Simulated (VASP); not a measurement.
# Be (P-3m1) in VASP: a series of runs

Be is run at these levels: PBEsol; tasks: single point.

All numbers are computed with VASP 6.6.1; they aren't measurements. Logs are shortened: lines on timing, memory, paths and dates and some standing lists are left out, and cuts for length are marked.

### 1 The cell of the first run

It takes space group P-3m1 (No. 164, trigonal). Conventional cell: a = 2.300 Å, b = 2.300 Å, c = 3.601 Å, α = 90.00°, β = 90.00°, γ = 120.00°. Be (site symmetry 3m) has 9 Be at 1.79 to 2.30 Å within 2.4 Å.

### 2 Single point, PBEsol (atom 1 (Be) moved by (+0.000, -0.600) A along y and z)

The input, INCAR:

```
  PREC = Accurate
  ENCUT = 520
  EDIFF = 1E-7
  ISMEAR = 0
  SIGMA = 0.15
  LREAL = F
  LASPH = T
  NELM = 100
  ALGO = Normal
  ISIF = 2
  LWAVE = F
  LCHARG = T
  GGA = PS
  LELF = T
  LVHAR = T
  NBANDS = 9
```

The input, KPOINTS:

```
Automatic mesh
0
Gamma
  24 24 14
```

The input, POSCAR:

```
Be
1.0
    2.2995019849      0.0000000000      0.0000000000
   -1.1497509925      1.9914271350      0.0000000000
    0.0000000000      0.0000000000      3.6009000000
Be
2
Direct
    0.3333333333      0.6666666667      0.0833749896
    0.6666666667      0.3333333333      0.7500000000
```

Potentials or basis: VASP PAW PBE potentials, release 64 (Be).

On the command line:

```sh
cat potpaw_PBE.64/Be/POTCAR > POTCAR
mpirun -np 1 vasp_std > vasp.out
```

OUTCAR:

```text
PREC = Accurate
   ENCUT = 520
   EDIFF = 1E-7
   ISMEAR = 0
   LREAL = F
   LASPH = T
   NELM = 100
   ISIF = 2
   GGA = PS

 ion  position               nearest neighbor table
   1  0.333  0.667  0.083-   2 1.79   2 1.79   2 1.79
   2  0.667  0.333  0.750-   1 1.79   1 1.79   1 1.79

  LATTYP: Found a hexagonal cell.
 ALAT       =     2.2995019849
 C/A-ratio  =     1.5659477677

  Lattice vectors:

 A1 = (   2.2995019849,   0.0000000000,   0.0000000000)
 A2 = (  -1.1497509925,   1.9914271350,   0.0000000000)
 A3 = (   0.0000000000,   0.0000000000,   3.6009000000)

Analysis of symmetry for initial positions (statically):
=====================================================================
 Subroutine PRICEL returns:
 Original cell was already a primitive cell.

 Routine SETGRP: Setting up the symmetry group for a
 hexagonal supercell.

 Subroutine GETGRP returns: Found 12 space group operations
 (whereof  6 operations were pure point group operations)
 out of a pool of 24 trial point group operations.

The static configuration has the point symmetry C_3v.
 The point group associated with its full space group is D_3d.

Analysis of symmetry for dynamics (positions and initial velocities):
=====================================================================
 Subroutine PRICEL returns:
 Original cell was already a primitive cell.

 Routine SETGRP: Setting up the symmetry group for a
 hexagonal supercell.

 Subroutine GETGRP returns: Found 12 space group operations
 (whereof  6 operations were pure point group operations)
 out of a pool of 24 trial point group operations.

The dynamic configuration has the point symmetry C_3v.
 The point group associated with its full space group is D_3d.

 Subroutine INISYM returns: Found 12 space group operations
 (whereof  6 operations are pure point group operations),
 and found     1 'primitive' translations

----------------------------------------------------------------------------------------

                                     Primitive cell

  volume of cell :      16.4896

  direct lattice vectors                    reciprocal lattice vectors
     2.299501985  0.000000000  0.000000000     0.434876772  0.251076221  0.000000000
    -1.149750993  1.991427135  0.000000000     0.000000000  0.502152443  0.000000000
     0.000000000  0.000000000  3.600900000     0.000000000  0.000000000  0.277708351

  length of vectors
     2.299501985  2.299501985  3.600900000     0.502152443  0.502152443  0.277708351

  position of ions in fractional coordinates (direct lattice)
     0.333333333  0.666666667  0.083374990
     0.666666667  0.333333333  0.750000000

  ion indices of the primitive-cell ions
   primitive index   ion index
                 1           1
                 2           2

----------------------------------------------------------------------------------------

 KPOINTS: Automatic mesh

Automatic generation of k-mesh.
 Grid dimensions read from file:
 generate k-points for:   24   24   14

 Generating k-lattice:

  Cartesian coordinates                     Fractional coordinates (reciprocal lattice)
     0.018119865  0.010461509  0.000000000     0.041666667  0.000000000  0.000000000
     0.000000000  0.020923018  0.000000000     0.000000000  0.041666667  0.000000000
     0.000000000  0.000000000  0.019836311     0.000000000  0.000000000  0.071428571

  Length of vectors
     0.020923018  0.020923018  0.019836311

  Shift w.r.t. Gamma in fractional coordinates (k-lattice)
     0.000000000  0.000000000  0.000000000

 Subroutine IBZKPT returns following result:
 ===========================================

 Found    776 irreducible k-points:

 Following reciprocal coordinates:
            Coordinates               Weight
  0.000000  0.000000  0.000000      1.000000
  0.041667 -0.000000  0.000000      6.000000
  0.083333 -0.000000  0.000000      6.000000
  0.125000 -0.000000  0.000000      6.000000
  0.166667 -0.000000  0.000000      6.000000
  0.208333 -0.000000  0.000000      6.000000
[... 16 lines left out ...]
  0.416667  0.041667  0.000000     12.000000
  0.458333  0.041667  0.000000     12.000000
 [... further k-points ...]
   k-points           NKPTS =    776   k-points in BZ     NKDIM =    776   number of bands    NBANDS=      9
   number of dos      NEDOS =    301   number of ions     NIONS =      2
   total plane-waves  NPLWV =   9072
   dimension x,y,z NGX =    18 NGY =   18 NGZ =   28
   dimension x,y,z NGXF=    36 NGYF=   36 NGZF=   56
   ions per type =               2
   NGX,Y,Z   is equivalent  to a cutoff of  13.01, 13.01, 12.93 a.u.
   NGXF,Y,Z  is equivalent  to a cutoff of  26.03, 26.03, 25.85 a.u.
 SYSTEM =  unknown system
   PREC   = accura    normal or accurate (medium, high low for compatibility)
   ISTART =      0    job   : 0-new  1-cont  2-samecut
   ICHARG =      2    charge: 1-file 2-atom 10-const
   ISPIN  =      1    spin polarized calculation?
   LNONCOLLINEAR =      F non collinear calculations
   LSORBIT =      F    spin-orbit coupling
   LASPH  =      T    aspherical Exc in radial PAW
   ENCUT  =  520.0 eV  38.22 Ry    6.18 a.u.   4.28  4.28  6.70*2*pi/ulx,y,z
   NELM   =    100;   NELMIN=  2; NELMDL= -5     # of ELM steps
   EDIFF  = 0.1E-06   stopping-criterion for ELM
   LREAL  =      F    real-space projection
   EDIFFG = 0.1E-05   stopping-criterion for IOM
   NSW    =      0    number of steps for IOM
   IBRION =     -1    ionic relax: 0-MD 1-quasi-New 2-CG
   NFREE  =      0    steps in history (QN), initial steepest desc. (CG)
   ISIF   =      2    stress and relaxation
   ISYM   =      2    0-nonsym 1-usesym 2-fastsym
   POTIM  = 0.5000    time-step for ionic-motion
   TEBEG  =    0.0;   TEEND  =   0.0 temperature during run
   PSTRESS=    0.0 pullay stress
   NELECT =       4.0000    total number of electrons
   NUPDOWN=      -1.0000    fix difference up-down
   EMIN   =  10.00;   EMAX   =-10.00  energy-range for DOS
   EFERMI =   0.00;   METHOD = LEGACY
   ISMEAR =     0;   SIGMA  =   0.15  broadening in eV -4-tet -1-fermi 0-gaus
   EFERMI_NEDOS =   21; number of points for ismear=-14 and -15
   IALGO  =     38    algorithm
   IMIX   =      4    mixing-type and parameters
     AMIX     =   0.40;   BMIX     =  1.00
     AMIX_MAG =   1.60;   BMIX_MAG =  1.00
  volume/ion in A,a.u.               =       8.24        55.64
  Fermi-wavevector in a.u.,A,eV,Ry     =   1.020998  1.929407 14.183227  1.042438
  Thomas-Fermi vector in A             =   2.154599
   LORBIT       =      0    0 simple, 1 ext, 2 COOP (PROOUT), +10 PAW based schemes
   GGA     = PS    functional components
   LHFCALC =     F    Hartree Fock is set to
   AEXX    =    0.0000 exact exchange contribution
   IVDW    =     0    specifies the selected vdW correction
   LEPSILON=     F    determine dielectric tensor
   LRPA    =     F    only Hartree local field effects (RPA)
 non-spin polarized calculation
 Gauss-broadening in eV      SIGMA  =   0.15
  energy-cutoff  :      520.00
  volume of cell :       16.49
 maximum number of plane-waves:       470
 NGX is ok and might be reduce to    18
   NGX =  9   NGY =  9   NGZ = 13

 number of electron       4.0000000 magnetization

 Free energy of the ion-electron system (eV)
  ---------------------------------------------------
  ext. energy  EPLUGINS =         0.00000000
  ---------------------------------------------------
  free energy    TOTEN  =        -6.42853348 eV

  energy without entropy =       -6.42685448  energy(sigma->0) =       -6.42769398

 E-fermi :   5.9086     XC(G=0): -10.3098

 val. band max:        5.8921185646   @ k =   0.2083   0.1667   0.0714
 cond. band min:       5.9699643869   @ k =   0.2917   0.2917   0.3571
 fundamental gap:      0.0778458223
 Fermi energy:         5.9085565166

 k-point     1 :       0.0000    0.0000    0.0000
  band No.  band energies     occupation
      1      -4.6669      2.00000
      2       3.4157      2.00000
      3       6.1478      0.02407
      4      20.3954      0.00000
      5      20.3954      0.00000
      6      24.4981      0.00000
      7      24.4981      0.00000
      8      31.5220      0.00000
      9      31.8086      0.00000

 k-point     2 :       0.0417   -0.0000    0.0000
  band No.  band energies     occupation
      1      -4.6220      2.00000
      2       3.4764      2.00000
      3       6.1727      0.01278
      4      20.0099      0.00000
      5      20.0978      0.00000
      6      24.5353      0.00000
      7      24.7491      0.00000
      8      31.2228      0.00000
      9      31.6852      0.00000

 k-point     3 :       0.0833   -0.0000    0.0000
  band No.  band energies     occupation
      1      -4.4874      2.00000
      2       3.6587      2.00000
      3       6.2449      0.00152
      4      18.9992      0.00000
      5      19.3962      0.00000
      6      24.6018      0.00000
      7      25.2746      0.00000
      8      30.2377      0.00000
      9      31.1619      0.00000

 k-point     4 :       0.1250   -0.0000    0.0000
  band No.  band energies     occupation
      1      -4.2629      2.00000
      2       3.9621      2.00000
      3       6.3570      0.00002
      4      17.6320      0.00000
      5      18.5515      0.00000
      6      24.6382      0.00000
      7      25.7290      0.00000
      8      28.6612      0.00000
      9      30.0510      0.00000
[... 205 lines left out ...]
 k-point    22 :       0.3750    0.0417    0.0000
  band No.  band energies     occupation
      1      -0.6378      2.00000
      2       4.8708      2.00000
      3       8.7614      0.00000
      4      11.6393      0.00000
      5      14.2301      0.00000
      6      17.0246      0.00000
      7      18.6546      0.00000
      8      24.4684      0.00000
      9      25.4236      0.00000

 k-point    23 :       0.4167    0.0417    0.0000
  band No.  band energies     occupation
      1       0.1564      2.00000
      2       3.9317      2.00000
      3       9.7630      0.00000
      4      11.8840      0.00000
      5      13.9680      0.00000
      6      15.6718      0.00000
      7      17.5999      0.00000
      8      24.2940      0.00000
      9      25.4192      0.00000

 k-point    24 :       0.4583    0.0417    0.0000
  band No.  band energies     occupation
      1       0.8102      2.00000
      2       3.1844      2.00000
      3      10.5418      0.00000
      4      12.0607      0.00000
      5      13.8112      0.00000
      6      14.7778      0.00000
      7      17.0002      0.00000
      8      24.2048      0.00000
      9      25.4159      0.00000

 [... further k-points ...]
[... 5 lines left out ...]
  --------------------------------------------------------------------------------------
  -------------------------------------------------------------------------------------
  Total        1.5371791      1.5371791      4.5139965     -0.0000000      0.0000000     -0.0000000
  in kB      149.3570696    149.3570696    438.5938378     -0.0000000      0.0000000     -0.0000000
  external PRESSURE =     245.7693256 kB  Pullay stress =       0.0000000 kB

 VOLUME and BASIS-vectors are now :
 -----------------------------------------------------------------------------
  energy-cutoff  :      520.00
  volume of cell :       16.49
      direct lattice vectors                 reciprocal lattice vectors
     2.299501985  0.000000000  0.000000000     0.434876772  0.251076221  0.000000000
    -1.149750993  1.991427135  0.000000000     0.000000000  0.502152443  0.000000000
     0.000000000  0.000000000  3.600900000     0.000000000  0.000000000  0.277708351

 POSITION                                       TOTAL-FORCE (eV/Angst)
 -----------------------------------------------------------------------------------
     -0.00000      1.32762      0.30023        -0.000000      0.000000      5.916992
      1.14975      0.66381      2.70068         0.000000      0.000000     -5.916992
 -----------------------------------------------------------------------------------
    total drift:                               -0.000000      0.000000     -0.000000

  FREE ENERGIE OF THE ION-ELECTRON SYSTEM (eV)
  ---------------------------------------------------
  free  energy   TOTEN  =        -6.4285334819 eV

  energy  without entropy=       -6.4268544776  energy(sigma->0) =       -6.42769398
```

It took 39 s on 1 thread of Intel Xeon 6975P-C (Granite Rapids), shared host; peak memory 0.2 GiB.

Results:

```
Free energy            : -6.4285 eV
Pressure               : 24.6 GPa
Largest force          : 5.917 eV/Å
Band gap on the k mesh : zero (band 2 reaches 6.84 eV, above the bottom of band 3 at 4.78 eV)
```

Forces in eV/Å, atoms in the order of the input:
```
Be   0.000  0.000  5.917
Be   0.000  0.000 -5.917
```

Levels at points of the mesh, in eV from the Fermi level:
```csv
k point,band 1,band 2,band 3,band 4,band 5
"(0.00, 0.00, 0.00)",-10.58,-2.49,0.24,14.49,14.49
"(0.50, 0.00, 0.00)",-5.03,-2.88,4.72,6.35,8.18
"(0.00, 0.00, 0.50)",-9.27,-7.14,7.89,14.92,14.92
"(0.50, 0.00, 0.50)",-4.40,-2.79,2.26,3.08,8.83
```

Caveat: the cell differs from its parent crystal (atom 1 (Be) moved by (+0.000, -0.600) A along y and z); the PAW data sets were made with another functional, which shifts forces and pressure a little.

[end of part 1 of 2]
